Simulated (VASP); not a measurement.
# C (Fmmm) in VASP: further runs, part 3 of 3

VASP 6.6.1. The steps go on from the part before.

### Step 4. Electric field gradients, PBEsol (equal xx and yy strain of -3 %)

Contents of INCAR:

```
  PREC = Accurate
  ENCUT = 520
  EDIFF = 1E-8
  ISMEAR = -1
  SIGMA = 0.05
  LREAL = F
  LASPH = T
  NELM = 80
  ALGO = Normal
  ISIF = 2
  LWAVE = F
  LCHARG = F
  GGA = PS
  LEFG = T
  NBANDS = 11
```

Contents of KPOINTS:

```
Automatic mesh
0
Gamma
  18 18 18
```

Contents of POSCAR:

```
C
1.0
    0.0000000000      2.0631900000      3.3480000000
    1.1911600000      0.0000000000      3.3480000000
    1.1911600000      2.0631900000      0.0000000000
C
2
Direct
    0.1666700000      0.8333300000      0.1666700000
    0.8333300000      0.1666700000      0.8333300000
```

Potentials or basis: VASP PAW PBE potentials, release 64 (C).

Launch:

```console
cat potpaw_PBE.64/C/POTCAR > POTCAR
mpirun -np 1 vasp_std > vasp.out
```

OUTCAR:

```text
PREC = Accurate
   ENCUT = 520
   EDIFF = 1E-8
   ISMEAR = -1
   LREAL = F
   LASPH = T
   NELM = 80
   ISIF = 2
   GGA = PS

 ion  position               nearest neighbor table
   1  0.167  0.833  0.167-   2 1.38   2 1.38   2 1.38
   2  0.833  0.167  0.833-   1 1.38   1 1.38   1 1.38

  LATTYP: Found a face centered orthorhombic cell.
 ALAT       =     2.3823200000
 B/A-ratio  =     1.7320846906
 C/A-ratio  =     2.8107055307

  Lattice vectors:

 A1 = (   0.0000000000,   2.0631900000,   3.3480000000)
 A2 = (   1.1911600000,   0.0000000000,   3.3480000000)
 A3 = (   1.1911600000,   2.0631900000,   0.0000000000)

Analysis of symmetry for initial positions (statically):
=====================================================================
 Subroutine PRICEL returns:
 Original cell was already a primitive cell.

 Routine SETGRP: Setting up the symmetry group for a
 face centered orthorhombic supercell.

 Subroutine GETGRP returns: Found  8 space group operations
 (whereof  8 operations were pure point group operations)
 out of a pool of  8 trial point group operations.

The static configuration has the point symmetry D_2h.

Analysis of symmetry for dynamics (positions and initial velocities):
=====================================================================
 Subroutine PRICEL returns:
 Original cell was already a primitive cell.

 Routine SETGRP: Setting up the symmetry group for a
 face centered orthorhombic supercell.

 Subroutine GETGRP returns: Found  8 space group operations
 (whereof  8 operations were pure point group operations)
 out of a pool of  8 trial point group operations.

The dynamic configuration has the point symmetry D_2h.

 Subroutine INISYM returns: Found  8 space group operations
 (whereof  8 operations are pure point group operations),
 and found     1 'primitive' translations

----------------------------------------------------------------------------------------

                                     Primitive cell

  volume of cell :      16.4560

  direct lattice vectors                    reciprocal lattice vectors
     0.000000000  2.063190000  3.348000000    -0.419758890  0.242343168  0.149342891
     1.191160000  0.000000000  3.348000000     0.419758890 -0.242343168  0.149342891
     1.191160000  2.063190000  0.000000000     0.419758890  0.242343168 -0.149342891

  length of vectors
     3.932665378  3.553584971  2.382354953     0.507179491  0.507179491  0.507179491

  position of ions in fractional coordinates (direct lattice)
     0.166670000  0.833330000  0.166670000
     0.833330000  0.166670000  0.833330000

  ion indices of the primitive-cell ions
   primitive index   ion index
                 1           1
                 2           2

----------------------------------------------------------------------------------------

 KPOINTS: Automatic mesh

Automatic generation of k-mesh.
 Grid dimensions read from file:
 generate k-points for:   18   18   18

[... 73 lines left out ...]
   PSTRESS=    0.0 pullay stress
   NELECT =       8.0000    total number of electrons
   NUPDOWN=      -1.0000    fix difference up-down
   EMIN   =  10.00;   EMAX   =-10.00  energy-range for DOS
   EFERMI =   0.00;   METHOD = LEGACY
   ISMEAR =    -1;   SIGMA  =   0.05  broadening in eV -4-tet -1-fermi 0-gaus
   EFERMI_NEDOS =   21; number of points for ismear=-14 and -15
   IALGO  =     38    algorithm
   IMIX   =      4    mixing-type and parameters
     AMIX     =   0.40;   BMIX     =  1.00
     AMIX_MAG =   1.60;   BMIX_MAG =  1.00
  volume/ion in A,a.u.               =       8.23        55.53
  Fermi-wavevector in a.u.,A,eV,Ry     =   1.287251  2.432552 22.545059  1.657015
  Thomas-Fermi vector in A             =   2.419277
   LORBIT       =      0    0 simple, 1 ext, 2 COOP (PROOUT), +10 PAW based schemes
   GGA     = PS    functional components
   LHFCALC =     F    Hartree Fock is set to
   AEXX    =    0.0000 exact exchange contribution
   IVDW    =     0    specifies the selected vdW correction
   LEPSILON=     F    determine dielectric tensor
   LRPA    =     F    only Hartree local field effects (RPA)
 non-spin polarized calculation
  energy-cutoff  :      520.00
  volume of cell :       16.46
 maximum number of plane-waves:       467
 NGX is ok and might be reduce to    30
   NGX = 15   NGY = 13   NGZ =  9

 number of electron       7.9999999 magnetization

 Free energy of the ion-electron system (eV)
  ---------------------------------------------------
  ext. energy  EPLUGINS =         0.00000000
  ---------------------------------------------------
  free energy    TOTEN  =       -19.12933569 eV

  energy without entropy =      -19.12912388  energy(sigma->0) =      -19.12922979

 E-fermi :   5.2426     XC(G=0): -10.7659

 val. band max:        5.2074474083   @ k =  -0.2778   0.0556   0.3333
 cond. band min:       5.2846030961   @ k =  -0.2222   0.1111   0.3333
 fundamental gap:      0.0771556879
 Fermi energy:         5.2426219882

 k-point     1 :       0.0000    0.0000    0.0000
  band No.  band energies     occupation
      1     -15.1992      2.00000
      2      -2.0616      2.00000
      3       2.3280      2.00000
      4       2.3494      2.00000
      5       8.8988      0.00000
      6      14.2500      0.00000
      7      14.3157      0.00000
      8      17.9607      0.00000
      9      20.3890      0.00000
     10      28.9528      0.00000
     11      31.2480      0.00000
[... 309 lines left out ...]
 k-point    24 :      -0.2222    0.0556    0.0000
  band No.  band energies     occupation
      1     -13.2453      2.00000
      2      -3.0155      2.00000
      3      -0.1977      2.00000
      4       0.0094      2.00000
      5      11.5309      0.00000
      6      12.0829      0.00000
      7      14.1977      0.00000
      8      20.9414      0.00000
      9      23.2457      0.00000
     10      24.2907      0.00000
     11      29.4973      0.00000

 [... further k-points ...]
[... 5 lines left out ...]
  --------------------------------------------------------------------------------------
  -------------------------------------------------------------------------------------
  Total        4.8276204      4.7763801      0.1617832     -0.0000000      0.0000000      0.0000000
  in kB      470.0227989    465.0339836     15.7514000     -0.0000000      0.0000000      0.0000000
  external PRESSURE =     316.9360608 kB  Pullay stress =       0.0000000 kB

 VOLUME and BASIS-vectors are now :
 -----------------------------------------------------------------------------
  energy-cutoff  :      520.00
  volume of cell :       16.46
      direct lattice vectors                 reciprocal lattice vectors
     0.000000000  2.063190000  3.348000000    -0.419758890  0.242343168  0.149342891
     1.191160000  0.000000000  3.348000000     0.419758890 -0.242343168  0.149342891
     1.191160000  2.063190000  0.000000000     0.419758890  0.242343168 -0.149342891

 POSITION                                       TOTAL-FORCE (eV/Angst)
 -----------------------------------------------------------------------------------
      1.19116      0.68774      3.34800         0.000000      0.003040      0.000000
      1.19116      3.43864      3.34800         0.000000     -0.003040      0.000000
 -----------------------------------------------------------------------------------
    total drift:                               -0.000000     -0.000000     -0.000000

  FREE ENERGIE OF THE ION-ELECTRON SYSTEM (eV)
  ---------------------------------------------------
  free  energy   TOTEN  =       -19.1293356949 eV

  energy  without entropy=      -19.1291238763  energy(sigma->0) =      -19.12922979

 Electric field gradients (V/A^2)
---------------------------------------------------------------------
 ion       V_xx      V_yy      V_zz      V_xy      V_xz      V_yz
---------------------------------------------------------------------
   1     -18.500   -18.461    36.961     0.000     0.000     0.000
   2     -18.500   -18.461    36.961     0.000     0.000     0.000
---------------------------------------------------------------------

 Electric field gradients after diagonalization (V/A^2)
 (convention: |V_zz| > |V_xx| > |V_yy|)
----------------------------------------------------------------------
 ion       V_xx      V_yy      V_zz     asymmetry (V_yy - V_xx)/ V_zz
----------------------------------------------------------------------
   1     -18.500   -18.461    36.961       0.001
   2     -18.500   -18.461    36.961       0.001
----------------------------------------------------------------------

           NMR quadrupolar parameters

 Cq : quadrupolar parameter    Cq=e*Q*V_zz/h
 eta: asymmetry parameters     (V_yy - V_xx)/ V_zz
 Q  : nuclear electric quadrupole moment in mb (millibarn)
----------------------------------------------------------------------
 ion       Cq(MHz)       eta       Q (mb)
----------------------------------------------------------------------
   1       0.089       0.001       1.000
   2       0.089       0.001       1.000
----------------------------------------------------------------------
```

stdout:

```text
POSCAR found type information on POSCAR C
 POSCAR found :  1 types and       2 ions
 scaLAPACK will be used
 -----------------------------------------------------------------------------
|                                                                             |
|                                                                             |
|     You enforced a specific xc type in the INCAR file but a different       |
|     I HOPE YOU KNOW WHAT YOU ARE DOING!                                     |
|                                                                             |
 -----------------------------------------------------------------------------

 LDA part: xc-table for (Slater+PW92), standard interpolation
 POSCAR, INCAR and KPOINTS ok, starting setup
 FFT: planning ... GRIDC
 FFT: planning ... GRID_SOFT
 FFT: planning ... GRID
 WAVECAR not read
 entering main loop
ion   1

ion   2
```

Wall time 2.8 min (1 thread of Intel Xeon 6975P-C, shared host); peak memory 0.24 GiB.

Results:

- Free energy: -19.1293 eV
- Pressure: 31.7 GPa
- Largest force: 0.003 eV/Å
- Band gap on the k mesh: 0.08 eV, indirect (least direct gap 0.15 eV)

Forces on the atoms (eV/Å):
```
C    0.000  0.003  0.000
C    0.000 -0.003  0.000
```

Electric field gradients, principal values (V/Å²):
```tsv
atom	least	middle	greatest (by size)
1 C	-18.461	-18.500	36.961
2 C	-18.461	-18.500	36.961
```

Caveat: the cell differs from its parent crystal (equal xx and yy strain of -3 %); without QUAD_EFG the Cq values of the log hold for a quadrupole moment of 1 mb, not for the nuclei; the PAW data sets were made with another functional, which shifts forces and pressure a little. A k mesh can miss the band edges.
